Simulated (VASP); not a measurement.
Wanted: the native input for a VASP 6.6.1 run.

```
Task                   : single point
Functional             : PBE
Potentials or basis    : VASP PAW PBE potentials, release 64 (Li_sv, Cl)
Cutoff                 : 520 eV
k mesh                 : 6 × 6 × 4
Occupations            : gaussian, width 0.01 eV
Spin                   : no spin polarisation
Dipole correction      : no
Further INCAR settings : ALGO = Normal; EDIFF = 1e-06; NBANDS = 18
```

The structure of LiCl lies in POSCAR:

```
LiCl
1.0
    3.8941840790      0.0000000000      0.0000000000
   -1.9470920395      3.3724623394      0.0000000000
    0.0000000000      0.0000000000      6.2244574429
Li Cl
2 2
Direct
    0.3333333333      0.6666666667     -0.0031270710
    0.6666666667      0.3333333333      0.4968729290
    0.3333333333      0.6666666667      0.3781270710
    0.6666666667      0.3333333333      0.8781270710
```

These files were run (other wordings do the same):

INCAR

```
ALGO = Normal ; EDIFF = 1E-6
ENCUT = 520 ; GGA = PE
ISIF = 2 ; ISMEAR = 0
LASPH = True ; LCHARG = False
LREAL = False ; LWAVE = False
NBANDS = 18 ; NELM = 60
PREC = Accurate ; SIGMA = 0.01
```

KPOINTS

```
k-points
0
Gamma
  6 6 4
```

Potentials or basis: VASP PAW PBE potentials, release 64 (Li_sv, Cl).

Run with:

```console
$ cat potpaw_PBE.64/Li_sv/POTCAR potpaw_PBE.64/Cl/POTCAR > POTCAR
$ mpirun -np 1 vasp_std > vasp.out
```

Results of the run:

```json
{"Band gap on the k mesh": "6.03 eV, direct"}
```

Run time: 51 s on 1 thread of Intel Xeon 8259CL, on a shared host, peak memory 0.19 GiB.
